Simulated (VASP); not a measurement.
Li, 1 atom in the cell. It takes space group Im-3m (No. 229, cubic). Conventional cell: a = 3.448 Å, b = 3.448 Å, c = 3.448 Å, α = 90.00°, β = 90.00°, γ = 90.00°. Within 3.9 Å of Li (site symmetry m-3m) lie 14 Li at 2.99 to 3.45 Å.  This cell differs from its parent crystal: volume scaled by 1.015.

| Quantity | Value |
| --- | --- |
| Program | VASP 6.6.1 |
| Task | vibrations by perturbation theory |
| Functional | PBEsol |
| Potentials or basis | VASP PAW PBE potentials, release 64 (Li_sv) |
| Cutoff | 520 eV |
| k mesh | 20 × 20 × 20 |
| Occupations | fermi-dirac, width 0.1 eV |
| Spin | no spin polarisation |
| Dipole correction | no |
| Further INCAR settings | ALGO = Normal; EDIFF = 1e-08; NBANDS = 8; IBRION = 8; NSW = 1 |

Potentials or basis: VASP PAW PBE potentials, release 64 (Li_sv).

Run with:

```sh
$ cat potpaw_PBE.64/Li_sv/POTCAR > POTCAR
$ mpirun -np 1 vasp_std > vasp.out
```

Hardware: 1 thread of Intel Xeon 8259CL (shared host).

Question: Estimate the wall time of this run.

Answer: Wall time 2.9 min on 1 thread of Intel Xeon 8259CL, with other jobs on the host, peak memory 0.3 GiB. Counts: scf iterations 27, k points 256.
